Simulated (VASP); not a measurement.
# EuS (Fm-3m) in VASP: notebook

Aim: see how the results for EuS move with the level of theory and the settings. Levels: r2SCAN+D4, r2SCAN. Tasks: single point.

Everything below comes from runs of VASP 6.6.1. Logs are shortened: lines on timing, memory, paths and dates and some standing lists are left out, and cuts for length are marked.

**Measured values to compare with.**

“Crystal-field mediated electronic transitions of EuS up to 35 GPa”, 2022, pmc:8786971 reports, for a powder of EuS at 300 K: band gap 1.72 eV (optical).

The results are compared with them further down.

## 1. The cell of the first run

It takes space group Fm-3m (No. 225, cubic). Conventional cell: a = 5.847 Å, b = 5.847 Å, c = 5.847 Å, α = 90.00°, β = 90.00°, γ = 90.00°. Within 3.9 Å of Eu (site symmetry m-3m) lie 6 S at 2.92 Å. Within 3.9 Å of S (site symmetry m-3m) lie 6 Eu at 2.92 Å.

## 2. Single point, r2SCAN+D4, collinear spin, ferromagnetic start

File POSCAR:

```
EuS
1.0
    0.0000000000      2.9233392944      2.9233392944
    2.9233392944      0.0000000000      2.9233392944
    2.9233392944      2.9233392944      0.0000000000
Eu S
1 1
Direct
    0.0000000000      0.0000000000      0.0000000000
    0.5000000000      0.5000000000      0.5000000000
```

File INCAR.step1:

```
SYSTEM = EuS
PREC = Accurate
ENCUT = 800
ISMEAR = -1
SIGMA = 0.1
LREAL = .FALSE.
LASPH = .TRUE.
NELM = 200
ISPIN = 2
MAGMOM = 9.1 0
LMAXMIX = 6
NBANDS = 22
GGA = PE
ALGO = Normal
EDIFF = 1E-5
LWAVE = .TRUE.
LCHARG = .FALSE.
GGA_COMPAT = .FALSE.
```

File INCAR.step2:

```
SYSTEM = EuS
PREC = Accurate
ENCUT = 800
EDIFF = 1E-6
ISMEAR = -1
SIGMA = 0.1
LREAL = .FALSE.
LASPH = .TRUE.
NELM = 200
ALGO = Normal
ISIF = 2
LWAVE = .FALSE.
LCHARG = .FALSE.
ISPIN = 2
MAGMOM = 9.1 0
LORBIT = 11
LMAXMIX = 6
METAGGA = R2SCAN
LMIXTAU = .TRUE.
IVDW = 13
VDW_S6 = 1.0
VDW_S8 = 0.6018749
VDW_A1 = 0.51559235
VDW_A2 = 5.77342911
NBANDS = 22
ISTART = 1
GGA_COMPAT = .FALSE.
```

File KPOINTS:

```
Automatic mesh
0
G
  9 9 9
  0 0 0
```

Potentials or basis: VASP PAW PBE potentials, release 64 (Eu, S).

The run is started by

```console
$ cat potpaw_PBE.64/Eu/POTCAR potpaw_PBE.64/S/POTCAR > POTCAR
$ cp INCAR.step1 INCAR
$ mpirun -np 1 vasp_std > vasp.out
$ cp INCAR.step2 INCAR
$ mpirun -np 1 vasp_std > vasp.out
```

OUTCAR:

```text
SYSTEM = EuS
   PREC = Accurate
   ENCUT = 800
   EDIFF = 1E-6
   ISMEAR = -1
   LREAL = .FALSE.
   LASPH = .TRUE.
   NELM = 200
   ISIF = 2
   ISPIN = 2
   LORBIT = 11
   METAGGA = R2SCAN
   IVDW = 13
   ISTART = 1

 ion  position               nearest neighbor table
   1  0.000  0.000  0.000-   2 2.92   2 2.92   2 2.92   2 2.92   2 2.92   2 2.92
   2  0.500  0.500  0.500-   1 2.92   1 2.92   1 2.92   1 2.92   1 2.92   1 2.92

  LATTYP: Found a face centered cubic cell.
 ALAT       =     5.8466785888

  Lattice vectors:

 A1 = (   0.0000000000,   2.9233392944,   2.9233392944)
 A2 = (   2.9233392944,   0.0000000000,   2.9233392944)
 A3 = (   2.9233392944,   2.9233392944,   0.0000000000)

Analysis of symmetry for initial positions (statically):
=====================================================================
 Subroutine PRICEL returns:
 Original cell was already a primitive cell.

 Routine SETGRP: Setting up the symmetry group for a
 face centered cubic supercell.

 Subroutine GETGRP returns: Found 48 space group operations
 (whereof 48 operations were pure point group operations)
 out of a pool of 48 trial point group operations.

The static configuration has the point symmetry O_h .

Analysis of symmetry for dynamics (positions and initial velocities):
=====================================================================
 Subroutine PRICEL returns:
 Original cell was already a primitive cell.

 Routine SETGRP: Setting up the symmetry group for a
 face centered cubic supercell.

 Subroutine GETGRP returns: Found 48 space group operations
 (whereof 48 operations were pure point group operations)
 out of a pool of 48 trial point group operations.

The dynamic configuration has the point symmetry O_h .

Analysis of structural, dynamic, and magnetic symmetry:
=====================================================================
 Subroutine PRICEL returns:
 Original cell was already a primitive cell.

 Routine SETGRP: Setting up the symmetry group for a
 face centered cubic supercell.

 Subroutine GETGRP returns: Found 48 space group operations
 (whereof 48 operations were pure point group operations)
 out of a pool of 48 trial point group operations.

The overall configuration has the point symmetry O_h .

 Subroutine INISYM returns: Found 48 space group operations
 (whereof 48 operations are pure point group operations),
 and found     1 'primitive' translations

[... 118 lines left out ...]
   LORBIT       =     11    0 simple, 1 ext, 2 COOP (PROOUT), +10 PAW based schemes
   METAGGA = R2SCAN    functional components
   LHFCALC =     F    Hartree Fock is set to
   AEXX    =    0.0000 exact exchange contribution
   IVDW    =    13    specifies the selected vdW correction
   LEPSILON=     F    determine dielectric tensor
   LRPA    =     F    only Hartree local field effects (RPA)
 spin polarized calculation
  energy-cutoff  :      800.00
  volume of cell :       49.97
 maximum number of plane-waves:      2637
 NGX is ok and might be reduce to    40
   NGX = 19   NGY = 19   NGZ = 19

 number of electron      22.9999999 magnetization       6.9646453

 Free energy of the ion-electron system (eV)
  ---------------------------------------------------
  ext. energy  EPLUGINS =         0.00000000
  ---------------------------------------------------
  free energy    TOTEN  =       -52.65503520 eV

  energy without entropy =      -52.60978731  energy(sigma->0) =      -52.63241126

 E-fermi :   4.7520     XC(G=0): -10.3863

 val. band max:        4.7335287852   @ k =   0.4444   0.3333   0.0000
 cond. band min:       4.8253885432   @ k =  -0.4444   0.4444   0.0000
 fundamental gap:      0.0918597580
 Fermi energy:         4.7519751549

 spin component 1

 k-point     1 :       0.0000    0.0000    0.0000
  band No.  band energies     occupation
      1     -38.2677      1.00000
      2     -16.3567      1.00000
      3     -16.3567      1.00000
      4     -16.3567      1.00000
      5      -9.6979      1.00000
      6       1.5637      1.00000
[... 589 lines left out ...]
     21       9.9454      0.00000
     22      12.6604      0.00000

 [... further k-points ...]

 spin component 2

 k-point     1 :       0.0000    0.0000    0.0000
  band No.  band energies     occupation
      1     -34.6254      1.00000
      2     -13.7814      1.00000
      3     -13.7814      1.00000
      4     -13.7814      1.00000
      5      -9.6850      1.00000
      6       1.7573      1.00000
[... 589 lines left out ...]
     21      11.2182      0.00000
     22      13.5429      0.00000

 [... further k-points ...]

------------------------ aborting loop because EDIFF is reached ----------------------------------------

  DFT-D4 for vdW energy calculation

  Edisp (eV):   -0.21482

  FORCE on cell =-STRESS in cart. coord.  units (eV):
  Direction    XX          YY          ZZ          XY          YZ          ZX
  --------------------------------------------------------------------------------------
  -------------------------------------------------------------------------------------
  Total      -0.12421    -0.12421    -0.12421     0.00000     0.00000    -0.00000
  in kB      -3.98275    -3.98275    -3.98275     0.00000     0.00000    -0.00000
  external pressure =       -3.98 kB  Pullay stress =        0.00 kB

 VOLUME and BASIS-vectors are now :
 -----------------------------------------------------------------------------
  energy-cutoff  :      800.00
  volume of cell :       49.97
      direct lattice vectors                 reciprocal lattice vectors
     0.000000000  2.923339294  2.923339294    -0.171037280  0.171037280  0.171037280
     2.923339294  0.000000000  2.923339294     0.171037280 -0.171037280  0.171037280
     2.923339294  2.923339294  0.000000000     0.171037280  0.171037280 -0.171037280

 POSITION                                       TOTAL-FORCE (eV/Angst)
 -----------------------------------------------------------------------------------
      0.00000      0.00000      0.00000         0.000000      0.000000     -0.000000
      2.92334      2.92334      2.92334        -0.000000     -0.000000      0.000000
 -----------------------------------------------------------------------------------
    total drift:                                0.000000     -0.000000     -0.000000

  FREE ENERGIE OF THE ION-ELECTRON SYSTEM (eV)
  ---------------------------------------------------
  free  energy   TOTEN  =       -52.8698520715 eV

  energy  without entropy=      -52.8246041771  energy(sigma->0) =      -52.84722812

 total charge

# of ion       s       p       d       f       tot
--------------------------------------------------
    1        2.037   5.808   0.314   6.659  14.817
    2        1.306   2.485   0.000   0.000   3.790
--------------------------------------------------
tot          3.343   8.292   0.314   6.659  18.608

 magnetization (x)

# of ion       s       p       d       f       tot
--------------------------------------------------
    1       -0.026  -0.188   0.090   6.628   6.505
    2       -0.010  -0.072   0.000   0.000  -0.082
--------------------------------------------------
tot         -0.035  -0.260   0.090   6.628   6.423
```

OSZICAR.step1:

```text
N       E                     dE             d eps       ncg     rms          rms(c)
DAV:   1     0.172865525878E+03    0.17287E+03   -0.11213E+04  4348   0.615E+03
DAV:   2     0.134523680078E+02   -0.15941E+03   -0.13688E+03  4232   0.462E+02
DAV:   3    -0.143696862871E+02   -0.27822E+02   -0.27142E+02  4604   0.136E+02
DAV:   4    -0.169430985073E+02   -0.25734E+01   -0.25553E+01  5844   0.306E+01
DAV:   5    -0.170789958445E+02   -0.13590E+00   -0.13573E+00  5256   0.848E+00    0.275E+01
DAV:   6    -0.197600240286E+02   -0.26810E+01   -0.27225E+00  3946   0.205E+01    0.183E+01
DAV:   7    -0.200346849116E+02   -0.27466E+00   -0.21140E+00  4844   0.255E+01    0.111E+01
DAV:   8    -0.200139501626E+02    0.20735E-01   -0.18439E+00  3946   0.240E+01    0.958E+00
DAV:   9    -0.199650644321E+02    0.48886E-01   -0.25086E-01  4906   0.926E+00    0.149E+00
DAV:  10    -0.199546643149E+02    0.10400E-01   -0.92409E-02  4610   0.524E+00    0.157E+00
DAV:  11    -0.199537031364E+02    0.96118E-03   -0.67626E-03  4732   0.663E-01    0.124E+00
DAV:  12    -0.199532181429E+02    0.48499E-03   -0.39751E-03  5136   0.109E+00    0.686E-01
DAV:  13    -0.199532957752E+02   -0.77632E-04   -0.32382E-04  5644   0.128E-01    0.158E-01
DAV:  14    -0.199532801118E+02    0.15663E-04   -0.17780E-04  5142   0.214E-01    0.127E-01
DAV:  15    -0.199532813303E+02   -0.12185E-05   -0.11849E-05  4016   0.261E-02
   1 F= -.19953281E+02 E0= -.19924618E+02  d E =-.573276E-01  mag=     6.9318
```

Run time: 7 min. Hardware: 1 thread of Intel Xeon 6975P-C (Granite Rapids), shared host; peak memory 0.41 GiB.

What came out:

* Free energy: -52.8699 eV
* Pressure: -0.4 GPa
* Band gap on the k mesh: zero (filled and empty bands overlap)
* Net moment: 6.96 μB per cell
* Site moments: Eu +6.50; S -0.08 μB
* Valence electrons inside the program's atomic spheres: Eu 14.82; S 3.79
* Dispersion energy per atom: -0.107 eV

Levels at points of the mesh, in eV from the Fermi level:
Spin up:
| k point | band 11 | band 12 | band 13 | band 14 | band 15 | band 16 | band 17 | band 18 | band 19 | band 20 |
| --- | --- | --- | --- | --- | --- | --- | --- | --- | --- | --- |
| (0.00, 0.00, 0.00) | -0.45 | -0.45 | -0.07 | -0.07 | -0.07 | 1.07 | 1.07 | 1.07 | 1.48 | 2.02 |
Spin down:
| k point | band 5 | band 6 | band 7 | band 8 | band 9 | band 10 | band 11 | band 12 |
| --- | --- | --- | --- | --- | --- | --- | --- | --- |
| (0.00, 0.00, 0.00) | -14.44 | -2.99 | -2.99 | -2.99 | 1.92 | 1.92 | 1.92 | 2.18 |

Caveat: the PAW data sets were made with another functional, which shifts forces and pressure a little; spin-orbit coupling is left out, which moves the levels of the heavy elements; a cell with one magnetic atom can't hold antiferromagnetic order, which such compounds often take; semilocal functionals describe open f shells poorly, which spoils levels, moments and volumes. The state reached can hang on the start; a lower one may exist.

(Part 1 of 2 ends here.)

The gap in the log of VASP goes by the Fermi energy; the results here count the filled bands.